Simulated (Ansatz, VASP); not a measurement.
**Two plane-wave programs on Na2N**

```xyz
6
Lattice="4.2029 0.0000 0.0000 -2.1015 3.6399 0.0000 0.0000 0.0000 5.9376" Properties=species:S:1:pos:R:3 pbc="T T T"
Na    0.0000    2.4266    4.4532
Na    0.0000    0.0000    0.0000
Na    0.0000    0.0000    2.9688
Na    2.1015    1.2133    1.4844
N     2.1015    1.2133    4.4532
N     0.0000    2.4266    1.4844
```

Change from the starting cell: species swapped into the Gd2In type (P6_3/mmc, No. 194).

Alike in both runs: functional PBE; k mesh 6 × 6 × 4; occupations gaussian, width 0.1 eV; collinear spin.

Ansatz relaxed the structure, and its values are those at the end. VASP's run is a single point on that final structure, the one shown.

|  | VASP | Ansatz |
| --- | --- | --- |
| version | VASP 6.6.1 | Ansatz 0.2.0 |
| potentials or method | VASP PAW PBE potentials, release 64 (Na_pv, N), cutoff 520 eV | scalar-relativistic, plane waves, PAW |
| valence electrons in the cell | 38 | 46 |

```tsv
	VASP	Ansatz	Ansatz less VASP
gap on the k mesh at the Fermi level (eV)	none	none	-
pressure (GPa)	-0.1	-0.1	-0.03
net moment per atom (μB)	0.33	0.33	0.000
size of the moment on the site where the two differ most (μB)	0.68	0.89	+0.211
```

Site moments also hang on the region over which each program counts them. A gap of «none» marks a metal or a gap that the smearing closes. VASP's potentials hold 38 valence electrons a cell and Ansatz's 46, so a difference there can come from the potentials and not from the codes.
